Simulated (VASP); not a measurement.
# GeW (CsCl type) (Pm-3m) in VASP: notebook

Runs on GeW (CsCl type). Level: PBE. Tasks: single point.

All numbers are computed with VASP 6.6.1; they aren't measurements. Logs are shortened: lines on timing, memory, paths and dates and some standing lists are left out, and cuts for length are marked.

### Step 1. The cell of the first run

It takes space group Pm-3m (No. 221, cubic). Conventional cell: a = 2.310 Å, b = 2.310 Å, c = 2.310 Å, α = 90.00°, β = 90.00°, γ = 90.00°. Within 2.7 Å of W (site symmetry m-3m) lie 8 Ge at 2.00 Å and 6 W at 2.31 Å. Ge (site symmetry m-3m) has 8 W at 2.00 Å and 6 Ge at 2.31 Å within 2.7 Å.

### Step 2. Single point, PBE (6.16 Å³/atom)

Input file INCAR:

```
PREC     = Accurate       # precision mode
ENCUT    = 520            # plane-wave cutoff, eV
EDIFF    = 1E-6           # SCF threshold, eV
ISMEAR   = -1             # smearing method
SIGMA    = 0.05           # smearing width, eV
LREAL    = F              # projectors in reciprocal space
LASPH    = T              # aspherical terms in the spheres
NELM     = 100            # most SCF steps
ALGO     = Normal         # electronic algorithm
ISIF     = 2              # what is computed and relaxed
LWAVE    = F              # write WAVECAR
LCHARG   = T              # write CHGCAR
GGA      = PE             # functional
LELF     = T              # ELF
LVHAR    = T            
NBANDS   = 21             # bands
```

Input file KPOINTS:

```
regular mesh
0
Gamma
  14 14 14
```

Input file POSCAR:

```
GeW
1.0
    2.3096341667      0.0000000000      0.0000000000
    0.0000000000      2.3096341667      0.0000000000
    0.0000000000      0.0000000000      2.3096341667
W Ge
1 1
Direct
    0.0000000000      0.0000000000      0.0000000000
    0.5000000000      0.5000000000      0.5000000000
```

Potentials or basis: VASP PAW PBE potentials, release 64 (W_sv, Ge_d).

Run with:

```bash
cat potpaw_PBE.64/W_sv/POTCAR potpaw_PBE.64/Ge_d/POTCAR > POTCAR
mpirun -np 1 vasp_std > vasp.out
```

OUTCAR:

```text
PREC = Accurate
   ENCUT = 520
   EDIFF = 1E-6
   ISMEAR = -1
   LREAL = F
   LASPH = T
   NELM = 100
   ISIF = 2
   GGA = PE

 ion  position               nearest neighbor table
   1  0.000  0.000  0.000-   2 2.00   2 2.00   2 2.00   2 2.00   2 2.00   2 2.00   2 2.00   2 2.00

   2  0.500  0.500  0.500-   1 2.00   1 2.00   1 2.00   1 2.00   1 2.00   1 2.00   1 2.00   1 2.00

  LATTYP: Found a simple cubic cell.
 ALAT       =     2.3096341667

  Lattice vectors:

 A1 = (   2.3096341667,   0.0000000000,   0.0000000000)
 A2 = (   0.0000000000,   2.3096341667,   0.0000000000)
 A3 = (   0.0000000000,   0.0000000000,   2.3096341667)

Analysis of symmetry for initial positions (statically):
=====================================================================
 Subroutine PRICEL returns:
 Original cell was already a primitive cell.

 Routine SETGRP: Setting up the symmetry group for a
 simple cubic supercell.

 Subroutine GETGRP returns: Found 48 space group operations
 (whereof 48 operations were pure point group operations)
 out of a pool of 48 trial point group operations.

The static configuration has the point symmetry O_h .

Analysis of symmetry for dynamics (positions and initial velocities):
=====================================================================
 Subroutine PRICEL returns:
 Original cell was already a primitive cell.

 Routine SETGRP: Setting up the symmetry group for a
 simple cubic supercell.

 Subroutine GETGRP returns: Found 48 space group operations
 (whereof 48 operations were pure point group operations)
 out of a pool of 48 trial point group operations.

The dynamic configuration has the point symmetry O_h .

 Subroutine INISYM returns: Found 48 space group operations
 (whereof 48 operations are pure point group operations),
 and found     1 'primitive' translations

----------------------------------------------------------------------------------------

                                     Primitive cell

  volume of cell :      12.3205

  direct lattice vectors                    reciprocal lattice vectors
     2.309634167  0.000000000  0.000000000     0.432969002  0.000000000  0.000000000
     0.000000000  2.309634167  0.000000000     0.000000000  0.432969002  0.000000000
     0.000000000  0.000000000  2.309634167     0.000000000  0.000000000  0.432969002

  length of vectors
     2.309634167  2.309634167  2.309634167     0.432969002  0.432969002  0.432969002

  position of ions in fractional coordinates (direct lattice)
     0.000000000  0.000000000  0.000000000
     0.500000000  0.500000000  0.500000000

  ion indices of the primitive-cell ions
   primitive index   ion index
                 1           1
                 2           2

----------------------------------------------------------------------------------------

 KPOINTS: regular mesh

Automatic generation of k-mesh.
 Grid dimensions read from file:
 generate k-points for:   14   14   14

 Generating k-lattice:

  Cartesian coordinates                     Fractional coordinates (reciprocal lattice)
     0.030926357  0.000000000  0.000000000     0.071428571  0.000000000  0.000000000
     0.000000000  0.030926357  0.000000000     0.000000000  0.071428571  0.000000000
     0.000000000  0.000000000  0.030926357     0.000000000  0.000000000  0.071428571

  Length of vectors
     0.030926357  0.030926357  0.030926357

  Shift w.r.t. Gamma in fractional coordinates (k-lattice)
     0.000000000  0.000000000  0.000000000

 Subroutine IBZKPT returns following result:
 ===========================================

 Found    120 irreducible k-points:

 Following reciprocal coordinates:
            Coordinates               Weight
  0.000000  0.000000  0.000000      1.000000
  0.071429  0.000000  0.000000      6.000000
  0.142857  0.000000  0.000000      6.000000
  0.214286  0.000000  0.000000      6.000000
  0.285714  0.000000  0.000000      6.000000
  0.357143  0.000000  0.000000      6.000000
[... 16 lines left out ...]
  0.285714  0.214286  0.000000     24.000000
  0.357143  0.214286  0.000000     24.000000
 [... further k-points ...]
   k-points           NKPTS =    120   k-points in BZ     NKDIM =    120   number of bands    NBANDS=     21
   number of dos      NEDOS =    301   number of ions     NIONS =      2
   total plane-waves  NPLWV =   5832
   dimension x,y,z NGX =    18 NGY =   18 NGZ =   18
   dimension x,y,z NGXF=    36 NGYF=   36 NGZF=   36
   ions per type =               1   1
   NGX,Y,Z   is equivalent  to a cutoff of  12.96, 12.96, 12.96 a.u.
   NGXF,Y,Z  is equivalent  to a cutoff of  25.91, 25.91, 25.91 a.u.
 SYSTEM =  unknown system
   PREC   = accura    normal or accurate (medium, high low for compatibility)
   ISTART =      0    job   : 0-new  1-cont  2-samecut
   ICHARG =      2    charge: 1-file 2-atom 10-const
   ISPIN  =      1    spin polarized calculation?
   LNONCOLLINEAR =      F non collinear calculations
   LSORBIT =      F    spin-orbit coupling
   LASPH  =      T    aspherical Exc in radial PAW
   ENCUT  =  520.0 eV  38.22 Ry    6.18 a.u.   4.29  4.29  4.29*2*pi/ulx,y,z
   NELM   =    100;   NELMIN=  2; NELMDL= -5     # of ELM steps
   EDIFF  = 0.1E-05   stopping-criterion for ELM
   LREAL  =      F    real-space projection
   EDIFFG = 0.1E-04   stopping-criterion for IOM
   NSW    =      0    number of steps for IOM
   IBRION =     -1    ionic relax: 0-MD 1-quasi-New 2-CG
   NFREE  =      0    steps in history (QN), initial steepest desc. (CG)
   ISIF   =      2    stress and relaxation
   ISYM   =      2    0-nonsym 1-usesym 2-fastsym
   POTIM  = 0.5000    time-step for ionic-motion
   TEBEG  =    0.0;   TEEND  =   0.0 temperature during run
   PSTRESS=    0.0 pullay stress
   NELECT =      28.0000    total number of electrons
   NUPDOWN=      -1.0000    fix difference up-down
   EMIN   =  10.00;   EMAX   =-10.00  energy-range for DOS
   EFERMI =   0.00;   METHOD = LEGACY
   ISMEAR =    -1;   SIGMA  =   0.05  broadening in eV -4-tet -1-fermi 0-gaus
   EFERMI_NEDOS =   21; number of points for ismear=-14 and -15
   IALGO  =     38    algorithm
   IMIX   =      4    mixing-type and parameters
     AMIX     =   0.40;   BMIX     =  1.00
     AMIX_MAG =   1.60;   BMIX_MAG =  1.00
  volume/ion in A,a.u.               =       6.16        41.57
  Fermi-wavevector in a.u.,A,eV,Ry     =   2.152374  4.067396 63.031872  4.632712
  Thomas-Fermi vector in A             =   3.128331
   LORBIT       =      0    0 simple, 1 ext, 2 COOP (PROOUT), +10 PAW based schemes
   GGA     = PE    functional components
   LHFCALC =     F    Hartree Fock is set to
   AEXX    =    0.0000 exact exchange contribution
   IVDW    =     0    specifies the selected vdW correction
   LEPSILON=     F    determine dielectric tensor
   LRPA    =     F    only Hartree local field effects (RPA)
 non-spin polarized calculation
  energy-cutoff  :      520.00
  volume of cell :       12.32
 maximum number of plane-waves:       342
 NGX is ok and might be reduce to    18
   NGX =  9   NGY =  9   NGZ =  9

 number of electron      28.0000001 magnetization

 Free energy of the ion-electron system (eV)
  ---------------------------------------------------
  ext. energy  EPLUGINS =         0.00000000
  ---------------------------------------------------
  free energy    TOTEN  =        19.46086636 eV

  energy without entropy =       19.46852189  energy(sigma->0) =       19.46469413

 E-fermi :  29.2604     XC(G=0): -19.2080

 val. band max:       29.2279221081   @ k =   0.4286   0.3571   0.0714
 cond. band min:      29.2721243922   @ k =   0.4286   0.4286   0.2857
 fundamental gap:      0.0442022841
 Fermi energy:        29.2604042839

 k-point     1 :       0.0000    0.0000    0.0000
  band No.  band energies     occupation
      1     -45.8770      2.00000
      2      -9.3063      2.00000
      3      -9.3063      2.00000
      4      -9.3063      2.00000
      5      -0.5170      2.00000
      6      -0.5170      2.00000
[... 13 lines left out ...]
     20      47.7431      0.00000
     21      47.7431      0.00000

 k-point     2 :       0.0714    0.0000    0.0000
  band No.  band energies     occupation
      1     -45.8480      2.00000
      2      -9.6747      2.00000
      3      -9.2990      2.00000
      4      -9.2990      2.00000
      5      -0.4972      2.00000
      6      -0.4107      2.00000
[... 13 lines left out ...]
     20      48.3054      0.00000
     21      48.3054      0.00000

 k-point     3 :       0.1429    0.0000    0.0000
  band No.  band energies     occupation
      1     -45.7663      2.00000
      2     -10.6150      2.00000
      3      -9.2787      2.00000
      4      -9.2787      2.00000
      5      -0.4415      2.00000
      6      -0.1429      2.00000
[... 13 lines left out ...]
     20      49.8767      0.00000
     21      49.9778      0.00000

 k-point     4 :       0.2143    0.0000    0.0000
  band No.  band energies     occupation
      1     -45.6465      2.00000
      2     -11.8003      2.00000
      3      -9.2499      2.00000
      4      -9.2499      2.00000
      5      -0.3602      2.00000
      6       0.1996      2.00000
[... 13 lines left out ...]
     20      50.3247      0.00000
     21      52.5674      0.00000

 k-point     5 :       0.2857    0.0000    0.0000
  band No.  band energies     occupation
      1     -45.5112      2.00000
      2     -12.9522      2.00000
      3      -9.2185      2.00000
      4      -9.2185      2.00000
      5      -0.2690      2.00000
      6       0.5505      2.00000
[... 13 lines left out ...]
     20      50.4170      0.00000
     21      55.2949      0.00000

 k-point     6 :       0.3571    0.0000    0.0000
  band No.  band energies     occupation
      1     -45.3872      2.00000
      2     -13.8856      2.00000
      3      -9.1910      2.00000
      4      -9.1910      2.00000
      5      -0.1859      2.00000
      6       0.8542      2.00000
[... 13 lines left out ...]
     20      50.1590      0.00000
     21      55.8827      0.00000

 k-point     7 :       0.4286    0.0000    0.0000
  band No.  band energies     occupation
      1     -45.3001      2.00000
      2     -14.4869      2.00000
      3      -9.1722      2.00000
      4      -9.1722      2.00000
      5      -0.1278      2.00000
      6       0.8932      2.00000
[... 13 lines left out ...]
     20      48.7822      0.00000
     21      52.2280      0.00000
[... 291 lines left out ...]
      1     -45.2054      2.00000
      2     -14.2714      2.00000
      3     -10.1206      2.00000
      4      -9.0103      2.00000
      5      -0.0361      2.00000
      6       0.7513      2.00000
[... 13 lines left out ...]
     20      49.9125      0.00000
     21      51.5472      0.00000

 k-point    21 :       0.5000    0.1429    0.0000
  band No.  band energies     occupation
      1     -45.1750      2.00000
      2     -14.4726      2.00000
      3     -10.0970      2.00000
      4      -8.9965      2.00000
      5      -0.0238      2.00000
      6       0.7726      2.00000
[... 13 lines left out ...]
     20      49.0193      0.00000
     21      50.7758      0.00000

 k-point    22 :       0.2143    0.2143    0.0000
  band No.  band energies     occupation
      1     -45.4290      2.00000
      2     -11.7580      2.00000
      3     -11.2355      2.00000
      4      -9.0802      2.00000
      5      -0.0706      2.00000
      6       0.4888      2.00000
[... 13 lines left out ...]
     20      47.0199      0.00000
     21      55.5573      0.00000

 k-point    23 :       0.2857    0.2143    0.0000
  band No.  band energies     occupation
      1     -45.3018      2.00000
      2     -12.6204      2.00000
      3     -11.2723      2.00000
      4      -8.9817      2.00000
      5      -0.0146      2.00000
      6       0.5443      2.00000
[... 13 lines left out ...]
     20      49.2688      0.00000
     21      54.6364      0.00000

 k-point    24 :       0.3571    0.2143    0.0000
  band No.  band energies     occupation
      1     -45.1851      2.00000
      2     -13.4715      2.00000
      3     -11.1425      2.00000
      4      -8.8923      2.00000
      5       0.0131      2.00000
      6       0.5610      2.00000
[... 13 lines left out ...]
     20      51.0089      0.00000
     21      54.1584      0.00000

 [... further k-points ...]

------------------------ aborting loop because EDIFF is reached ----------------------------------------

  FORCE on cell =-STRESS in cart. coord.  units (eV):
  Direction    XX          YY          ZZ          XY          YZ          ZX
  --------------------------------------------------------------------------------------
  -------------------------------------------------------------------------------------
  Total      109.5901694    109.5901694    109.5901694      0.0000000     -0.0000000      0.0000000
  in kB    14251.2380451  14251.2380451  14251.2380451      0.0000000     -0.0000000      0.0000000
  external PRESSURE =   14251.2380451 kB  Pullay stress =       0.0000000 kB

 VOLUME and BASIS-vectors are now :
 -----------------------------------------------------------------------------
  energy-cutoff  :      520.00
  volume of cell :       12.32
      direct lattice vectors                 reciprocal lattice vectors
     2.309634167  0.000000000  0.000000000     0.432969002  0.000000000  0.000000000
     0.000000000  2.309634167  0.000000000     0.000000000  0.432969002  0.000000000
     0.000000000  0.000000000  2.309634167     0.000000000  0.000000000  0.432969002

 POSITION                                       TOTAL-FORCE (eV/Angst)
 -----------------------------------------------------------------------------------
      0.00000      0.00000      0.00000         0.000000      0.000000      0.000000
      1.15482      1.15482      1.15482         0.000000      0.000000      0.000000
 -----------------------------------------------------------------------------------
    total drift:                                0.000000     -0.000000      0.000000

  FREE ENERGIE OF THE ION-ELECTRON SYSTEM (eV)
  ---------------------------------------------------
  free  energy   TOTEN  =        19.4608663648 eV

  energy  without entropy=       19.4685218885  energy(sigma->0) =       19.46469413
```

Wall time 27 s (1 thread of Intel Xeon 8259CL, shared host); peak memory 0.14 GiB.

The run converged, but its numbers aren't listed here, since they failed a check.

Caveat: the cell stands under pressure; spin-orbit coupling is left out, which moves the levels of the heavy elements.

[end of part 1 of 2]
